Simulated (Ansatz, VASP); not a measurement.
**ZnRe2 in VASP and in Ansatz**

File INCAR:

```
ALGO = Normal
EDIFF = 1E-6
EDIFFG = -0.01
ENCUT = 600
IBRION = 2
ISIF = 3
ISMEAR = -1
LASPH = True
LCHARG = False
LREAL = False
LWAVE = False
NELM = 100
NSW = 60
PREC = Accurate
SIGMA = 0.05
```

File KPOINTS:

```
k-points
0
Gamma
  8 8 8
```

File POSCAR:

```
ZnRe2
1.0
    0.0000000000      2.8955600000      2.8955600000
    2.8955600000      0.0000000000      2.8955600000
    2.8955600000      2.8955600000      0.0000000000
Zn Re
1 2
Direct
    0.0000000000      0.0000000000      0.0000000000
    0.7500000000      0.7500000000      0.7500000000
    0.2500000000      0.2500000000      0.2500000000
```

Contents of input.yaml:

```yaml
crystal:
  lattice:
    - [0.0, 2.89556, 2.89556]
    - [2.89556, 0.0, 2.89556]
    - [2.89556, 2.89556, 0.0]
  atoms:
    - { symbol: Zn, position: [0.0, 0.0, 0.0] }
    - { symbol: Re, position: [0.75, 0.75, 0.75] }
    - { symbol: Re, position: [0.25, 0.25, 0.25] }
hamiltonian:
  xc: lda
  pseudopotentials: { kind: paw }
kpoints:
  mp_grid: { grid: [8, 8, 8] }
scf:
  occupations: { method: fermi_dirac, width: 0.05 }
output:
  forces: true
  stress: true
  eigenvalues: true
relax:
  f_tol: 0.01
  max_steps: 40
  cell: { stress_tol: 0.05 }
```

Alike in both runs: task relaxation of cell and atoms; functional LDA; k mesh 8 × 8 × 8; occupations fermi-dirac, width 0.05 eV; no spin polarisation.

|  | VASP | Ansatz |
| --- | --- | --- |
| version | VASP 6.6.1 | Ansatz 0.2.0 |
| potentials or method | VASP PAW LDA potentials, release 64 (Zn, Re) | Ansatz PAW |
| plane-wave cutoff (eV) | 600 | 420 |
| valence electrons in the cell | 26 | 42 |

|  | VASP | Ansatz | Ansatz less VASP |
| --- | --- | --- | --- |
| gap on the k mesh at the Fermi level, each at its own relaxed structure (eV) | none | none | - |
| relaxed volume (Å³/atom) | 15.40 | 15.31 | -0.088 |
| relaxed cell length with the largest relative difference (Å) | 4.028 | 4.020 | -0.0077 |

LDA's correlation is that of Perdew and Zunger in VASP and of Perdew and Wang (1992) in Ansatz. A gap of «none» marks a metal or a gap that the smearing closes. VASP's potentials hold 26 valence electrons a cell and Ansatz's 42, so a difference there can come from the potentials and not from the codes.

Spin-orbit coupling is off throughout. Noted on Ansatz's run: the plane-wave basis is chosen anew once the cell has moved, so the energies of steps on either side of that aren't comparable.
